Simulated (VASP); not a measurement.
Write the native input for VASP 6.6.1 that does the following.

```yaml
Task: relaxation of shape and atoms at fixed volume
Functional: r2SCAN
Potentials_or_basis: VASP PAW PBE potentials, release 64 (Ti_sv, O)
Cutoff: 660 eV
k_mesh: 6 × 6 × 10
Occupations: gaussian, width 0.02 eV
Spin: no spin polarisation
Dipole_correction: no
Further_INCAR_settings: ALGO = Normal; EDIFF = 1e-07; IBRION = 2; EDIFFG = -0.01; NSW = 50; ISIF = 4
```

The system is TiO2.

```
Ti O
1.0
     4.55051    0.00000    0.00000
     0.00000    4.55051    0.00000
     0.00000    0.00000    2.92371
Ti O
2 4
Cartesian
  0.0000 0.0000 0.0000
  2.2753 2.2753 1.4619
  1.3862 1.3862 0.0000
  0.8890 3.6615 1.4619
  3.1643 3.1643 0.0000
  3.6615 0.8890 1.4619
```

One way to write it, as run:

POSCAR

```
TiO2
1.0
    4.5505080809      0.0000000000      0.0000000000
    0.0000000000      4.5505080809      0.0000000000
    0.0000000000      0.0000000000      2.9237072347
Ti O
2 4
Direct
    0.0000000000      0.0000000000      0.0000000000
    0.5000000000      0.5000000000      0.5000000000
    0.3046314522      0.3046314522      0.0000000000
    0.1953685478      0.8046314522      0.5000000000
    0.6953685478      0.6953685478      0.0000000000
    0.8046314522      0.1953685478      0.5000000000
```

INCAR.step1

```
PREC = Accurate
ENCUT = 660
ISMEAR = 0
SIGMA = 0.02
LREAL = False
LASPH = True
NELM = 120
GGA = PE
ALGO = Normal
EDIFF = 1E-5
LWAVE = True
LCHARG = False
GGA_COMPAT = False
IBRION = 2
ISIF = 3
EDIFFG = -0.005
NELMIN = 4
NSW = 100
```

INCAR.step2

```
PREC = Accurate
ENCUT = 660
EDIFF = 1E-7
ISMEAR = 0
SIGMA = 0.02
LREAL = False
LASPH = True
NELM = 120
ALGO = Normal
ISIF = 4
LWAVE = False
LCHARG = False
METAGGA = R2SCAN
LMIXTAU = True
IBRION = 2
NSW = 50
EDIFFG = -0.01
ISTART = 1
GGA_COMPAT = False
NELMIN = 4
```

KPOINTS

```
regular mesh
0
Gamma
  6 6 10
```

Potentials or basis: VASP PAW PBE potentials, release 64 (Ti_sv, O).

The run is started by

```bash
$ cat potpaw_PBE.64/Ti_sv/POTCAR potpaw_PBE.64/O/POTCAR > POTCAR
$ cp INCAR.step1 INCAR
$ mpirun -np 1 vasp_std > vasp.out
$ cp INCAR.step2 INCAR
$ mpirun -np 1 vasp_std > vasp.out
```

It gave:

```yaml
Energy_gained_by_relaxing: 1.0 meV/atom
Ionic_steps: 4
Pressure_after_relaxing: 8.5 GPa
Band_gap_on_the_k_mesh: 2.26 eV
```

Caveat: the PAW data sets were made with another functional, which shifts forces and pressure a little.

It took 23 min on 1 thread of Intel(R) Xeon(R) Platinum 8124M CPU @ 3.00GHz (Skylake/Cascade Lake) (shared host), peak memory 0.29 GiB.
